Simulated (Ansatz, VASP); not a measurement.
**Al in VASP and in Ansatz**

```
Al
1.0
     2.74214    0.00000    0.00000
    -1.37107    2.37477    0.00000
     0.00000    0.00000    4.86685
Al
2
Direct
  0.66667 0.33333 0.75000
  0.33333 0.66667 0.25000
```

Change from the starting cell: strain -0.025 along x and y, +0.000 along z, atoms carried along.

Alike in both runs: task single point; functional PBEsol; dispersion D3(BJ); k mesh 18 × 18 × 10; occupations gaussian, width 0.15 eV; no spin polarisation.

|  | VASP | Ansatz |
| --- | --- | --- |
| version | VASP 6.6.1 | Ansatz 0.2.0 |
| potentials or method | VASP PAW PBE potentials, release 64 (Al), cutoff 520 eV | scalar-relativistic, plane waves, PAW |
| valence electrons in the cell | 6 | 6 |

```tsv
	VASP	Ansatz	Ansatz less VASP
gap on the k mesh at the Fermi level (eV)	none	none	-
pressure (GPa)	-0.2	-0.3	-0.08
traceless stress, the component that is largest in VASP (GPa)	-3.94	-3.90	+0.036
```

VASP's potentials were made for PBE, not for PBEsol. A gap of «none» marks a metal or a gap that the smearing closes.
